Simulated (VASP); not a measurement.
Input of a VASP 6.6.1 run:

The input INCAR:

```
ALGO = Normal
EDIFF = 1E-6
ENCUT = 520
GGA = CA
ISIF = 2
ISMEAR = -1
LASPH = T
LCHARG = F
LREAL = F
LWAVE = F
NBANDS = 11
NELM = 60
PREC = Accurate
SIGMA = 0.1
```

File KPOINTS:

```
k-points
0
Gamma
  7 7 7
```

POSCAR

```
Ca
1.0
   -2.2910924328      2.2910924328      2.2910924328
    2.2910924328     -2.2910924328      2.2910924328
    2.2910924328      2.2910924328     -2.2910924328
Ca
1
Direct
    0.0000000000      0.0000000000      0.0000000000
```

Potentials or basis: VASP PAW LDA potentials, release 64 (Ca_sv).

Command:

```sh
$ cat potpaw_LDA.64/Ca_sv/POTCAR > POTCAR
$ mpirun -np 1 vasp_std > vasp.out
```

(1) Predict the pressure.

(2) Estimate the band gap on the k mesh.

Answers

(1) -3.1 GPa.

(2) zero (band 5 reaches 1.56 eV, above the bottom of band 6 at 1.31 eV).
